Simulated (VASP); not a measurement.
BP2:

```
CELL_PARAMETERS angstrom
-1.59057 1.59057 3.90186
1.59057 -1.59057 3.90186
1.59057 1.59057 -3.90186
ATOMIC_POSITIONS crystal
B 0.00000 0.00000 0.00000
P 0.66500 0.66500 0.00000
P 0.33500 0.33500 0.00000
```

- Program: VASP 6.6.1
- Task: relaxation of cell and atoms
- Functional: PBE
- Potentials or basis: VASP PAW PBE potentials, release 64 (B, P)
- Cutoff: 600 eV
- k mesh: 8 × 8 × 8
- Occupations: gaussian, width 0.1 eV
- Spin: no spin polarisation

At the start: pressure -10.4 GPa; volume 13.16 Å³/atom.

Problem. Where does the relaxation end?

Solution. Over 39 steps the energy falls by 515.4 meV/atom and the volume is 14.16 Å³/atom (+7.6 %); space group I4/mmm (No. 139, to 0.05 Å).

Step by step:
```csv
step,energy change (eV),largest force (eV/Å),pressure (GPa),volume (Å³)
1,0.0000,0.3383,-10.43,39.49
2,-0.1929,0.6032,-0.91,34.79
3,-0.1954,0.6305,0.81,34.22
4,-0.2453,0.5863,1.81,33.87
5,-0.2996,0.4825,3.53,33.47
6,-0.4164,0.0352,10.70,32.66
7,0.1229,6.5135,40.05,31.03
8,-0.4285,0.2686,12.44,32.51
9,-0.4398,0.9697,16.40,32.18
10,-0.4404,0.6457,15.01,32.29
11,-0.4430,0.6805,15.15,32.28
12,-0.4503,0.7989,15.59,32.25
13,-0.4613,1.0629,16.55,32.19
14,-0.4672,1.6393,18.79,32.07
15,-0.4819,1.6206,18.62,32.10
16,-0.5246,1.5592,18.14,32.18
17,-0.6056,1.4247,17.24,32.34
18,-0.7516,1.1472,15.70,32.66
19,-1.0097,0.4640,13.67,33.27
20,-1.3081,0.1155,10.42,34.40
21,-1.2605,0.9345,12.20,36.25
22,-1.3628,0.2890,10.99,35.39
23,-1.4181,0.3371,7.92,36.24
24,-1.4987,0.5542,0.22,38.89
25,-1.5011,0.6023,-1.02,39.40
26,-1.5112,0.3889,-0.39,39.45
27,-1.5163,0.0528,0.77,39.53
28,-1.5166,0.0815,0.46,39.51
29,-1.5166,0.0563,0.53,39.51
30,-1.5200,0.0483,0.59,39.63
31,-1.5284,0.0169,0.81,39.97
32,-1.5383,0.0961,1.43,40.65
33,-1.5321,0.4103,3.35,41.96
34,-1.5394,0.2586,2.26,41.21
35,-1.5433,0.0984,1.40,41.64
36,-1.5448,0.1288,0.12,42.34
37,-1.5450,0.0761,0.42,42.17
38,-1.5456,0.0565,0.24,42.28
39,-1.5461,0.0166,-0.07,42.49
```

Final structure:
```
CELL_PARAMETERS angstrom
-1.43198 1.43198 5.18000
1.43198 -1.43198 5.18000
1.43198 1.43198 -5.18000
ATOMIC_POSITIONS crystal
B 0.00000 0.00000 0.00000
P 0.60254 0.60254 0.00000
P 0.39746 0.39746 0.00000
```
